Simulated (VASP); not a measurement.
**Zn2NF: relaxation of cell and atoms with PBE**

Crystal: Zn2NF.

```xyz
4
Lattice="3.4608 0.0000 0.0000 -1.7304 2.9971 0.0000 0.0000 0.0000 4.7017" Properties=species:S:1:pos:R:3 pbc="T T T"
Zn    0.0000    1.9981    3.5569
Zn    0.0000    1.9981    1.1448
N     1.7304    0.9990    0.0000
F     0.0000    0.0000    2.3509
```

The cell was generated, and may not be a known phase.

```
Program                : VASP 6.6.1
Task                   : relaxation of cell and atoms
Functional             : PBE
Potentials or basis    : VASP PAW PBE potentials, release 64 (Zn, N, F)
Cutoff                 : 600 eV
k mesh                 : 6 × 6 × 4
Occupations            : gaussian, width 0.1 eV
Spin                   : no spin polarisation
Dipole correction      : no
Further INCAR settings : ALGO = Normal; EDIFF = 1e-07; IBRION = 2; EDIFFG = -0.04; NSW = 90; ISIF = 3
```

* Relaxed volume: 11.60 Å³/atom
* Relaxed cell: a = 3.106 Å, b = 3.106 Å, c = 5.552 Å, α = 90.00°, β = 90.00°, γ = 120.00°
* Space group after relaxing (to 0.1 Å): P-6m2 (No. 187)
* Energy gained by relaxing: 302.9 meV/atom
* Ionic steps: 6
* Pressure after relaxing: 0.1 GPa
* Largest force after relaxing: 0.019 eV/Å
* Band gap on the k mesh: zero (bands 18 and 19 overlap by 0.09 eV)

Forces in eV/Å, atoms in the order of the input:
```
Zn   0.000  0.000 -0.019
Zn   0.000  0.000  0.019
N    0.000  0.000  0.000
F    0.000  0.000  0.000
```

The path:
| step | energy change (eV) | largest force (eV/Å) | pressure (GPa) | volume (Å³) |
| --- | --- | --- | --- | --- |
| 1 | 0.0000 | 1.5740 | -4.98 | 48.77 |
| 2 | -0.8316 | 0.6173 | 0.03 | 45.92 |
| 3 | -1.0724 | 0.4894 | 11.16 | 42.90 |
| 4 | -1.1492 | 0.6090 | -3.35 | 47.33 |
| 5 | -1.2006 | 0.2491 | 1.61 | 45.56 |
| 6 | -1.2114 | 0.0188 | 0.08 | 46.38 |

Final structure:
```
Zn N F
1.0
     3.10592    0.00000    0.00000
    -1.55296    2.68981    0.00000
     0.00000    0.00000    5.55173
Zn N F
2 1 1
Direct
  0.33333 0.66667 0.79074
  0.33333 0.66667 0.20926
  0.66667 0.33333 0.00000
  0.00000 0.00000 0.50000
```

Levels at points of the mesh, in eV from the Fermi level:
| k point | band 14 | band 15 | band 16 | band 17 | band 18 | band 19 | band 20 | band 21 | band 22 |
| --- | --- | --- | --- | --- | --- | --- | --- | --- | --- |
| (0.00, 0.00, 0.00) | -5.10 | -5.10 | -3.11 | -1.61 | 0.07 | 0.07 | 4.44 | 5.25 | 11.35 |
| (0.50, 0.00, 0.00) | -5.76 | -5.48 | -5.16 | -2.38 | -0.97 | 2.97 | 3.65 | 4.21 | 7.66 |
| (0.00, 0.00, 0.50) | -4.97 | -4.97 | -4.83 | 0.07 | 0.07 | 1.66 | 1.77 | 6.74 | 9.93 |
| (0.50, 0.00, 0.50) | -5.63 | -5.12 | -4.30 | -2.41 | -1.11 | 1.76 | 3.46 | 6.65 | 6.78 |

Wall time 2.4 min on 1 thread of Oxide Virtual Turin-like Processor, with other jobs on the host, peak memory 0.16 GiB.

Caveat: semilocal functionals underestimate gaps, and a narrow one can read as zero; a cell axis changed by over 15 % at a fixed basis, so the end point is rough.
